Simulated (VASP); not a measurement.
# Ni (Fm-3m) in VASP: a series of runs

Runs on Ni. Level: LDA. Tasks: single point.

Program: VASP 6.6.1. These are calculated values, not measurements. Logs are shortened: lines on timing, memory, paths and dates and some standing lists are left out, and cuts for length are marked.

## (1) The cell of the first run

The structure is cubic, space group Fm-3m (No. 225). Conventional cell: a = 3.545 Å, b = 3.545 Å, c = 3.545 Å, α = 90.00°, β = 90.00°, γ = 90.00°. Within 3.3 Å of Ni (site symmetry m-3m) lie 12 Ni at 2.51 Å.

## (2) Single point, LDA

The input, INCAR:

```
SYSTEM = Ni
PREC = Accurate
ENCUT = 600
EDIFF = 1E-6
ISMEAR = -1
SIGMA = 0.1
LREAL = .FALSE.
LASPH = .TRUE.
NELM = 120
ALGO = Normal
ISIF = 2
LWAVE = .FALSE.
LCHARG = .FALSE.
NBANDS = 11
GGA_COMPAT = .FALSE.
```

The input, KPOINTS:

```
Automatic mesh
0
G
  8 8 8
  0 0 0
```

The input, POSCAR:

```
Ni
1.0
    0.0000000000      1.7725500000      1.7725500000
    1.7725500000      0.0000000000      1.7725500000
    1.7725500000      1.7725500000      0.0000000000
Ni
1
Direct
    0.0000000000      0.0000000000      0.0000000000
```

Potentials or basis: VASP PAW LDA potentials, release 64 (Ni).

Launch:

```console
> cat potpaw_LDA.64/Ni/POTCAR > POTCAR
> mpirun -np 1 vasp_std > vasp.out
```

OUTCAR:

```text
SYSTEM = Ni
   PREC = Accurate
   ENCUT = 600
   EDIFF = 1E-6
   ISMEAR = -1
   LREAL = .FALSE.
   LASPH = .TRUE.
   NELM = 120
   ISIF = 2

 ion  position               nearest neighbor table
   1  0.000  0.000  0.000-

  LATTYP: Found a face centered cubic cell.
 ALAT       =     3.5451000000

  Lattice vectors:

 A1 = (   0.0000000000,   1.7725500000,   1.7725500000)
 A2 = (   1.7725500000,   0.0000000000,   1.7725500000)
 A3 = (   1.7725500000,   1.7725500000,   0.0000000000)

Analysis of symmetry for initial positions (statically):
=====================================================================
 Subroutine PRICEL returns:
 Original cell was already a primitive cell.

 Routine SETGRP: Setting up the symmetry group for a
 face centered cubic supercell.

 Subroutine GETGRP returns: Found 48 space group operations
 (whereof 48 operations were pure point group operations)
 out of a pool of 48 trial point group operations.

The static configuration has the point symmetry O_h .

Analysis of symmetry for dynamics (positions and initial velocities):
=====================================================================
 Subroutine PRICEL returns:
 Original cell was already a primitive cell.

 Routine SETGRP: Setting up the symmetry group for a
 face centered cubic supercell.

 Subroutine GETGRP returns: Found 48 space group operations
 (whereof 48 operations were pure point group operations)
 out of a pool of 48 trial point group operations.

The dynamic configuration has the point symmetry O_h .

 Subroutine INISYM returns: Found 48 space group operations
 (whereof 48 operations are pure point group operations),
 and found     1 'primitive' translations

----------------------------------------------------------------------------------------

                                     Primitive cell

  volume of cell :      11.1385

  direct lattice vectors                    reciprocal lattice vectors
     0.000000000  1.772550000  1.772550000    -0.282079490  0.282079490  0.282079490
     1.772550000  0.000000000  1.772550000     0.282079490 -0.282079490  0.282079490
     1.772550000  1.772550000  0.000000000     0.282079490  0.282079490 -0.282079490

  length of vectors
     2.506764250  2.506764250  2.506764250     0.488576008  0.488576008  0.488576008

  position of ions in fractional coordinates (direct lattice)
     0.000000000  0.000000000  0.000000000

  ion indices of the primitive-cell ions
   primitive index   ion index
                 1           1

[... 71 lines left out ...]
   EDIFF  = 0.1E-05   stopping-criterion for ELM
   LREAL  =      F    real-space projection
   EDIFFG = 0.1E-04   stopping-criterion for IOM
   NSW    =      0    number of steps for IOM
   IBRION =     -1    ionic relax: 0-MD 1-quasi-New 2-CG
   NFREE  =      0    steps in history (QN), initial steepest desc. (CG)
   ISIF   =      2    stress and relaxation
   ISYM   =      2    0-nonsym 1-usesym 2-fastsym
   POTIM  = 0.5000    time-step for ionic-motion
   TEBEG  =    0.0;   TEEND  =   0.0 temperature during run
   PSTRESS=    0.0 pullay stress
   NELECT =      10.0000    total number of electrons
   NUPDOWN=      -1.0000    fix difference up-down
   EMIN   =  10.00;   EMAX   =-10.00  energy-range for DOS
   EFERMI =   0.00;   METHOD = LEGACY
   ISMEAR =    -1;   SIGMA  =   0.10  broadening in eV -4-tet -1-fermi 0-gaus
   EFERMI_NEDOS =   21; number of points for ismear=-14 and -15
   IALGO  =     38    algorithm
   IMIX   =      4    mixing-type and parameters
     AMIX     =   0.40;   BMIX     =  1.00
     AMIX_MAG =   1.60;   BMIX_MAG =  1.00
  volume/ion in A,a.u.               =      11.14        75.17
  Fermi-wavevector in a.u.,A,eV,Ry     =   1.579306  2.984456 33.935761  2.494208
  Thomas-Fermi vector in A             =   2.679705
   LORBIT       =      0    0 simple, 1 ext, 2 COOP (PROOUT), +10 PAW based schemes
   GGA     = CA    functional components
   LHFCALC =     F    Hartree Fock is set to
   AEXX    =    0.0000 exact exchange contribution
   IVDW    =     0    specifies the selected vdW correction
   LEPSILON=     F    determine dielectric tensor
   LRPA    =     F    only Hartree local field effects (RPA)
 non-spin polarized calculation
  energy-cutoff  :      600.00
  volume of cell :       11.14
 maximum number of plane-waves:       388
   NGX =  9   NGY =  9   NGZ =  9

 number of electron      10.0000009 magnetization

 Free energy of the ion-electron system (eV)
  ---------------------------------------------------
  ext. energy  EPLUGINS =         0.00000000
  ---------------------------------------------------
  free energy    TOTEN  =        -6.48965018 eV

  energy without entropy =       -6.38652289  energy(sigma->0) =       -6.43808654

 E-fermi :   8.5514     XC(G=0): -13.4738

 val. band max:        8.5342772119   @ k =  -0.3750   0.3750   0.1250
 cond. band min:       8.5681972810   @ k =   0.5000   0.2500   0.0000
 fundamental gap:      0.0339200692
 Fermi energy:         8.5514433782

 k-point     1 :       0.0000    0.0000    0.0000
  band No.  band energies     occupation
      1      -0.1074      2.00000
      2       6.7247      2.00000
      3       6.7247      2.00000
      4       6.7247      2.00000
      5       7.8110      1.99878
      6       7.8110      1.99878
      7      32.2714      0.00000
      8      35.8698      0.00000
      9      35.8698      0.00000
     10      35.8698      0.00000
     11      38.8201      0.00000
[... 309 lines left out ...]
 k-point    24 :      -0.3750    0.2500    0.1250
  band No.  band energies     occupation
      1       5.1188      2.00000
      2       5.9442      2.00000
      3       6.5807      2.00000
      4       7.3012      1.99999
      5       8.4394      1.50820
      6      12.1860      0.00000
      7      14.8151      0.00000
      8      24.5758      0.00000
      9      25.2928      0.00000
     10      34.0697      0.00000
     11      38.1979      0.00000

 [... further k-points ...]
[... 5 lines left out ...]
  --------------------------------------------------------------------------------------
  -------------------------------------------------------------------------------------
  Total       -1.4140790     -1.4140790     -1.4140790     -0.0000000      0.0000000      0.0000000
  in kB     -203.4036590   -203.4036590   -203.4036590     -0.0000000      0.0000000      0.0000000
  external PRESSURE =    -203.4036590 kB  Pullay stress =       0.0000000 kB

 VOLUME and BASIS-vectors are now :
 -----------------------------------------------------------------------------
  energy-cutoff  :      600.00
  volume of cell :       11.14
      direct lattice vectors                 reciprocal lattice vectors
     0.000000000  1.772550000  1.772550000    -0.282079490  0.282079490  0.282079490
     1.772550000  0.000000000  1.772550000     0.282079490 -0.282079490  0.282079490
     1.772550000  1.772550000  0.000000000     0.282079490  0.282079490 -0.282079490

 POSITION                                       TOTAL-FORCE (eV/Angst)
 -----------------------------------------------------------------------------------
      0.00000      0.00000      0.00000         0.000000      0.000000     -0.000000
 -----------------------------------------------------------------------------------
    total drift:                                0.000000      0.000000      0.000000

  FREE ENERGIE OF THE ION-ELECTRON SYSTEM (eV)
  ---------------------------------------------------
  free  energy   TOTEN  =        -6.4896501806 eV

  energy  without entropy=       -6.3865228949  energy(sigma->0) =       -6.43808654
```

stdout:

```text
POSCAR found type information on POSCAR Ni
 POSCAR found :  1 types and       1 ions
 scaLAPACK will be used
 LDA part: xc-table for (Slater(with rela. corr.)+CA(PZ))
 , standard interpolation
 POSCAR, INCAR and KPOINTS ok, starting setup
 FFT: planning ... GRIDC
 FFT: planning ... GRID_SOFT
 FFT: planning ... GRID
 WAVECAR not read
 entering main loop
```

Wall time 5 s (1 thread of Intel Xeon Platinum 8488C (Sapphire Rapids), shared host); peak memory 0.12 GiB.

What came out:

| Quantity | Value |
| --- | --- |
| Free energy | -6.4897 eV |
| Pressure | -20.3 GPa |
| Band gap on the k mesh | zero (band 5 reaches 8.69 eV, above the bottom of band 6 at 7.77 eV) |

Caveat: the k points lie up to 0.38 Å⁻¹ apart; the run has no spin polarisation, though such a crystal can be magnetic. Spin polarisation is off, so any magnetic state and its effect on volume and gap are missing.

(Continued in part 2 of 2.)
